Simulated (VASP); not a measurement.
Runs of VASP 6.6.1 on BeS3. The structure is that of space group Pm-3m (No. 221), or close to it. The cells are those of the table. 

```tsv
task	cell	k mesh	cutoff (eV)	gap on the mesh (eV)	pressure (GPa)	relaxed volume (Å³/atom)
single point	a = 3.912 Å, 4 atoms	12 × 12 × 12	520	none	-0.1	-
single point	a = 3.928 Å, 4 atoms	4 × 4 × 4	520	none	-0.2	-
single point	a = 4.104 Å, 4 atoms	4 × 4 × 4	520	none	-7.4	-
relaxation of cell and atoms	relaxed from a = 3.928 Å, 4 atoms	12 × 12 × 12	600	none	0.0	14.96
relaxation of cell and atoms	relaxed from a = 4.104 Å, 4 atoms	4 × 4 × 4	600	none	-0.1	(a)
```

Alike in all rows: level PBE; potentials or basis VASP PAW PBE potentials, release 64 (Be, S); no spin polarisation; smearing gaussian 0.1 eV.

Fill in the values left out.

(a) 15.14.

Caveats: some runs use coarse meshes.

A gap of «none» marks levels without a gap at the run's occupations.
